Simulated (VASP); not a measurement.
The system is Ni3Ge.

```
CELL_PARAMETERS angstrom
3.34311 0.00000 0.00000
0.00000 3.34311 0.00000
0.00000 0.00000 3.34311
ATOMIC_POSITIONS crystal
Ni 0.50000 0.00000 0.50000
Ni 0.00000 0.50000 0.50000
Ni 0.50000 0.50000 0.00000
Ge 0.00000 0.00000 0.00000
```

Program: VASP 6.6.1. Alike in all runs: task single point; level LDA; potentials or basis VASP PAW LDA potentials, release 64 (Ni, Ge_d); cell as given; k mesh 12 × 12 × 12; cutoff (eV) 520; smearing gaussian 0.15 eV.

Order these runs on this cell by their pressure, lowest first.
A. spin collinear, ferromagnetic start; fixed moment (μB) 1.125
B. spin collinear; fixed moment (μB) 0.375
C. spin collinear, ferromagnetic start; fixed moment (μB) 1.875
D. spin collinear, ferromagnetic start; fixed moment (μB) 2.625
E. spin collinear, ferromagnetic start; fixed moment (μB) 3.0

B (42.4 GPa), A (44.3 GPa), C (47.0 GPa), D (51.3 GPa), E (54.0 GPa).

Caveats: the cell stands under pressure; the total moment is fixed, so each spin has its own Fermi level and the state may be an excited one.
